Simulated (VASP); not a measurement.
Here is a VASP 6.6.1 calculation.

The input INCAR:

```
PREC = Accurate ; ENCUT = 520
EDIFF = 1E-6 ; ISMEAR = 0
SIGMA = 0.01 ; LREAL = F
LASPH = T ; NELM = 100
ALGO = Normal ; ISIF = 2
LWAVE = F ; LCHARG = F
GGA = PE ; NBANDS = 19
```

File KPOINTS:

```
regular mesh
0
Gamma
  11 11 6
```

POSCAR

```
Zr
1.0
    3.2318821451      0.0000000000      0.0000000000
   -1.6159410725      2.7988920397      0.0000000000
    0.0000000000      0.0000000000      5.1741041053
Zr
2
Direct
    0.3333333333      0.6666666667      0.2500000000
    0.6666666667      0.3333333333      0.7500000000
```

Potentials or basis: VASP PAW PBE potentials, release 64 (Zr_sv).

The run is started by

```console
$ cat potpaw_PBE.64/Zr_sv/POTCAR > POTCAR
$ mpirun -np 1 vasp_std > vasp.out
```

(1) Estimate the pressure.

(2) What does it give for the band gap on the k mesh?

Results:

(1) 0.0 GPa.

(2) zero (band 12 reaches 9.81 eV, above the bottom of band 13 at 8.78 eV).
